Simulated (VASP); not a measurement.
Write the native input for VASP 6.6.1 that does the following.

* Task: single point
* Functional: PBE
* Potentials or basis: VASP PAW PBE potentials, release 64 (Mg, H)
* Cutoff: 520 eV
* k mesh: 6 × 6 × 8
* Occupations: gaussian, width 0.01 eV
* Spin: no spin polarisation
* Dipole correction: no
* Further INCAR settings: ALGO = Normal; EDIFF = 1e-07; NBANDS = 13

The structure of MgH2 lies in POSCAR:

```
MgH2
1.0
    4.5608786448      0.0000000000      0.0000000000
    0.0000000000      4.5608786448      0.0000000000
    0.0000000000      0.0000000000      3.0425099911
Mg H
2 4
Direct
    0.0000000000      0.0000000000      0.0000000000
    0.5000000000      0.5000000000      0.5000000000
    0.3044145892      0.3044145892      0.0000000000
    0.1955854108      0.8044145892      0.5000000000
    0.8044145892      0.1955854108      0.5000000000
    0.6955854108      0.6955854108      0.0000000000
```

This cell differs from its parent crystal: volume changed by +3%.

One way to write it, as run:

INCAR

```
SYSTEM = MgH2
PREC = Accurate ; ENCUT = 520
EDIFF = 1E-7 ; ISMEAR = 0
SIGMA = 0.01 ; LREAL = .FALSE.
LASPH = .TRUE. ; NELM = 60
ALGO = Normal ; ISIF = 2
LWAVE = .FALSE. ; LCHARG = .FALSE.
GGA = PE ; NBANDS = 13
```

KPOINTS

```
Automatic mesh
0
G
  6 6 8
  0 0 0
```

Potentials or basis: VASP PAW PBE potentials, release 64 (Mg, H).

The run is started by

```console
$ cat potpaw_PBE.64/Mg/POTCAR potpaw_PBE.64/H/POTCAR > POTCAR
$ mpirun -np 1 vasp_std > vasp.out
```

Results of the run:

* Pressure: -1.7 GPa
* Largest force: 0.009 eV/Å
* Band gap on the k mesh: 3.74 eV, indirect (least direct gap 4.45 eV)

It took 41 s on 1 thread of AMD EPYC 7R13, with other jobs on the host, peak memory 0.17 GiB.
